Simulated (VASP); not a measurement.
# SnO (P4/nmm) in VASP: a series of runs

The runs below take SnO through single point, with PBE.

All numbers are computed with VASP 6.6.1; they aren't measurements. Logs are shortened: lines on timing, memory, paths and dates and some standing lists are left out, and cuts for length are marked.

### 1 The cell of the first run

The structure is tetragonal, space group P4/nmm (No. 129). The conventional cell has a = 3.636 Å, b = 3.636 Å, c = 5.249 Å, α = 90.00°, β = 90.00°, γ = 90.00°. Sn (site symmetry 4mm) has 4 O at 2.18 Å within 2.9 Å. O (site symmetry -4m2) has 4 Sn at 2.18 Å and 4 O at 2.57 Å within 2.9 Å.

### 2 Single point, PBE (biaxial strain in the a-b plane: -6.0 %)

Input file INCAR:

```
  PREC = Accurate
  ENCUT = 520
  EDIFF = 1E-6
  ISMEAR = 0
  SIGMA = 0.01
  LREAL = False
  LASPH = True
  NELM = 60
  ALGO = Normal
  ISIF = 2
  LWAVE = False
  LCHARG = False
  GGA = PE
  NBANDS = 28
```

Input file KPOINTS:

```
regular mesh
0
Gamma
  10 10 8
```

Input file POSCAR:

```
SnO
1.0
    3.6361670550      0.0000000000      0.0000000000
    0.0000000000      3.6361670550      0.0000000000
    0.0000000000      0.0000000000      5.2486248401
Sn O
2 2
Direct
    0.0000000000      0.5000000000      0.2293862532
    0.5000000000      0.0000000000      0.7706137468
    0.5000000000      0.5000000000      0.0000000000
    0.0000000000      0.0000000000      0.0000000000
```

Potentials or basis: VASP PAW PBE potentials, release 64 (Sn_d, O).

Command:

```sh
$ cat potpaw_PBE.64/Sn_d/POTCAR potpaw_PBE.64/O/POTCAR > POTCAR
$ mpirun -np 1 vasp_std > vasp.out
```

OUTCAR:

```text
PREC = Accurate
   ENCUT = 520
   EDIFF = 1E-6
   ISMEAR = 0
   LREAL = False
   LASPH = True
   NELM = 60
   ISIF = 2
   GGA = PE

 ion  position               nearest neighbor table
   1  0.000  0.500  0.229-   3 2.18   4 2.18   4 2.18   3 2.18   2 3.52   2 3.52   2 3.52   2 3.52

   2  0.500  0.000  0.771-   3 2.18   4 2.18   3 2.18   4 2.18   1 3.52   1 3.52   1 3.52   1 3.52

   3  0.500  0.500  0.000-   1 2.18   2 2.18   2 2.18   1 2.18
   4  0.000  0.000  0.000-   1 2.18   2 2.18   1 2.18   2 2.18

  LATTYP: Found a simple tetragonal cell.
 ALAT       =     3.6361670550
 C/A-ratio  =     1.4434498637

  Lattice vectors:

 A1 = (   3.6361670550,   0.0000000000,   0.0000000000)
 A2 = (   0.0000000000,   3.6361670550,   0.0000000000)
 A3 = (   0.0000000000,   0.0000000000,   5.2486248401)

Analysis of symmetry for initial positions (statically):
=====================================================================
 Subroutine PRICEL returns:
 Original cell was already a primitive cell.

 Routine SETGRP: Setting up the symmetry group for a
 simple tetragonal supercell.

 Subroutine GETGRP returns: Found 16 space group operations
 (whereof  8 operations were pure point group operations)
 out of a pool of 16 trial point group operations.

The static configuration has the point symmetry D_2d.
 The point group associated with its full space group is D_4h.

Analysis of symmetry for dynamics (positions and initial velocities):
=====================================================================
 Subroutine PRICEL returns:
 Original cell was already a primitive cell.

 Routine SETGRP: Setting up the symmetry group for a
 simple tetragonal supercell.

 Subroutine GETGRP returns: Found 16 space group operations
 (whereof  8 operations were pure point group operations)
 out of a pool of 16 trial point group operations.

The dynamic configuration has the point symmetry D_2d.
 The point group associated with its full space group is D_4h.

 Subroutine INISYM returns: Found 16 space group operations
 (whereof  8 operations are pure point group operations),
 and found     1 'primitive' translations

----------------------------------------------------------------------------------------

                                     Primitive cell

  volume of cell :      69.3958

  direct lattice vectors                    reciprocal lattice vectors
[... 91 lines left out ...]
   EDIFF  = 0.1E-05   stopping-criterion for ELM
   LREAL  =      F    real-space projection
   EDIFFG = 0.1E-04   stopping-criterion for IOM
   NSW    =      0    number of steps for IOM
   IBRION =     -1    ionic relax: 0-MD 1-quasi-New 2-CG
   NFREE  =      0    steps in history (QN), initial steepest desc. (CG)
   ISIF   =      2    stress and relaxation
   ISYM   =      2    0-nonsym 1-usesym 2-fastsym
   POTIM  = 0.5000    time-step for ionic-motion
   TEBEG  =    0.0;   TEEND  =   0.0 temperature during run
   PSTRESS=    0.0 pullay stress
   NELECT =      40.0000    total number of electrons
   NUPDOWN=      -1.0000    fix difference up-down
   EMIN   =  10.00;   EMAX   =-10.00  energy-range for DOS
   EFERMI =   0.00;   METHOD = LEGACY
   ISMEAR =     0;   SIGMA  =   0.01  broadening in eV -4-tet -1-fermi 0-gaus
   EFERMI_NEDOS =   21; number of points for ismear=-14 and -15
   IALGO  =     38    algorithm
   IMIX   =      4    mixing-type and parameters
     AMIX     =   0.40;   BMIX     =  1.00
     AMIX_MAG =   1.60;   BMIX_MAG =  1.00
  volume/ion in A,a.u.               =      17.35       117.08
  Fermi-wavevector in a.u.,A,eV,Ry     =   1.362439  2.574637 25.255683  1.856240
  Thomas-Fermi vector in A             =   2.488929
   LORBIT       =      0    0 simple, 1 ext, 2 COOP (PROOUT), +10 PAW based schemes
   GGA     = PE    functional components
   LHFCALC =     F    Hartree Fock is set to
   AEXX    =    0.0000 exact exchange contribution
   IVDW    =     0    specifies the selected vdW correction
   LEPSILON=     F    determine dielectric tensor
   LRPA    =     F    only Hartree local field effects (RPA)
 non-spin polarized calculation
 Gauss-broadening in eV      SIGMA  =   0.01
  energy-cutoff  :      520.00
  volume of cell :       69.40
 maximum number of plane-waves:      1900
 NGX is ok and might be reduce to    28
   NGX = 13   NGY = 13   NGZ = 19

 number of electron      39.9999990 magnetization

 Free energy of the ion-electron system (eV)
  ---------------------------------------------------
  ext. energy  EPLUGINS =         0.00000000
  ---------------------------------------------------
  free energy    TOTEN  =       -22.39354063 eV

  energy without entropy =      -22.39352134  energy(sigma->0) =      -22.39353098

 E-fermi :   7.6145     XC(G=0): -10.2493

 val. band max:        7.5699128637   @ k =   0.1000   0.0000   0.0000
 cond. band min:       7.6175331463   @ k =   0.5000   0.5000   0.0000
 fundamental gap:      0.0476202825
 Fermi energy:         7.6144987352

 k-point     1 :       0.0000    0.0000    0.0000
  band No.  band energies     occupation
      1     -14.7804      2.00000
      2     -14.2967      2.00000
      3     -14.2318      2.00000
      4     -14.2318      2.00000
      5     -14.1904      2.00000
      6     -14.1617      2.00000
[... 733 lines left out ...]
     27      15.0608      0.00000
     28      17.7790      0.00000

 [... further k-points ...]

------------------------ aborting loop because EDIFF is reached ----------------------------------------

  FORCE on cell =-STRESS in cart. coord.  units (eV):
  Direction    XX          YY          ZZ          XY          YZ          ZX
  --------------------------------------------------------------------------------------
  -------------------------------------------------------------------------------------
  Total        5.9541680      5.9541680      1.8358693      0.0000000      0.0000000      0.0000000
  in kB      137.4670081    137.4670081     42.3856796      0.0000000      0.0000000      0.0000000
  external PRESSURE =     105.7732319 kB  Pullay stress =       0.0000000 kB

 VOLUME and BASIS-vectors are now :
 -----------------------------------------------------------------------------
  energy-cutoff  :      520.00
  volume of cell :       69.40
      direct lattice vectors                 reciprocal lattice vectors
     3.636167055  0.000000000  0.000000000     0.275014867  0.000000000  0.000000000
     0.000000000  3.636167055  0.000000000     0.000000000  0.275014867  0.000000000
     0.000000000  0.000000000  5.248624840     0.000000000  0.000000000  0.190526096

 POSITION                                       TOTAL-FORCE (eV/Angst)
 -----------------------------------------------------------------------------------
      0.00000      1.81808      1.20396         0.000000      0.000000      0.751910
      1.81808      0.00000      4.04466         0.000000      0.000000     -0.751910
      1.81808      1.81808      0.00000        -0.000000     -0.000000     -0.000000
      0.00000      0.00000      0.00000         0.000000      0.000000     -0.000000
 -----------------------------------------------------------------------------------
    total drift:                                0.000000      0.000000      0.000000

  FREE ENERGIE OF THE ION-ELECTRON SYSTEM (eV)
  ---------------------------------------------------
  free  energy   TOTEN  =       -22.3935406263 eV

  energy  without entropy=      -22.3935213436  energy(sigma->0) =      -22.39353098
```

OSZICAR:

```text
N       E                     dE             d eps       ncg     rms          rms(c)
DAV:   1     0.421698129361E+03    0.42170E+03   -0.19971E+04  6092   0.220E+03
DAV:   2     0.380740156294E+02   -0.38362E+03   -0.36837E+03  6116   0.544E+02
DAV:   3    -0.232752220015E+02   -0.61349E+02   -0.60136E+02  6692   0.182E+02
DAV:   4    -0.261473710744E+02   -0.28721E+01   -0.28573E+01  6700   0.421E+01
DAV:   5    -0.262175645701E+02   -0.70193E-01   -0.70183E-01  6400   0.708E+00    0.120E+01
DAV:   6    -0.223595956226E+02    0.38580E+01   -0.15592E+01  9496   0.445E+01    0.472E+00
DAV:   7    -0.224150509855E+02   -0.55455E-01   -0.19246E+00  6528   0.833E+00    0.254E+00
DAV:   8    -0.224017082595E+02    0.13343E-01   -0.27372E-01  8360   0.410E+00    0.821E-01
DAV:   9    -0.223924430100E+02    0.92652E-02   -0.55154E-02  8928   0.274E+00    0.216E-01
DAV:  10    -0.223937598753E+02   -0.13169E-02   -0.74343E-03  7568   0.806E-01    0.132E-01
DAV:  11    -0.223935013712E+02    0.25850E-03   -0.17147E-03  8740   0.445E-01    0.283E-02
DAV:  12    -0.223935541136E+02   -0.52742E-04   -0.36930E-04  6264   0.106E-01    0.400E-02
DAV:  13    -0.223935404524E+02    0.13661E-04   -0.62707E-05  8072   0.880E-02    0.620E-03
DAV:  14    -0.223935406263E+02   -0.17390E-06   -0.63392E-06  6272   0.166E-02
   1 F= -.22393541E+02 E0= -.22393531E+02  d E =-.192827E-04
```

It took 2.9 min on 1 thread of Intel Xeon Platinum 8559C (Emerald Rapids), shared host; peak memory 0.28 GiB.

Results:

```
Free energy            : -22.3935 eV
Pressure               : 10.6 GPa
Largest force          : 0.752 eV/Å
Band gap on the k mesh : zero (filled and empty bands touch)
```

Forces on the atoms (eV/Å):
```
Sn   0.000  0.000  0.752
Sn   0.000  0.000 -0.752
O    0.000  0.000  0.000
O    0.000  0.000  0.000
```

Caveat: the cell differs from its parent crystal (biaxial strain in the a-b plane: -6.0 %); the stress differs along the axes, from 4 to 14 GPa; semilocal functionals underestimate gaps, and a narrow one can read as zero; spin-orbit coupling is left out, which moves the levels of the heavy elements.

(Continued in part 2 of 3.)

The gap in the log of VASP goes by the Fermi energy; the results here count the filled bands.